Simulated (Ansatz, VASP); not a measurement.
## CdAg in VASP and in Ansatz

```
Cd Ag
1.0
     3.35205    0.00000    0.00000
     0.00000    3.35205    0.00000
     0.00000    0.00000    3.35205
Cd Ag
1 1
Direct
  0.50000 0.50000 0.50000
  0.00000 0.00000 0.00000
```

Change from the starting cell: volume scaled by 1.02, crystal datasets.

Alike in both runs: task electric field gradients; functional PBEsol; k mesh 12 × 12 × 12; occupations fermi-dirac, width 0.05 eV; no spin polarisation.

|  | VASP | Ansatz |
| --- | --- | --- |
| version | VASP 6.6.1 | Ansatz 0.2.0 |
| potentials or method | VASP PAW PBE potentials, release 64 (Cd, Ag), cutoff 520 eV | all-electron PAW with datasets made for the crystal, scalar-relativistic |

Ansatz gave:

```
pressure (GPa) : -3.3
```

Which values does VASP return?

Pressure (GPa): -3.0.

VASP's potentials were made for PBE, not for PBEsol. Ansatz ran all-electron here, and VASP with PAW potentials.
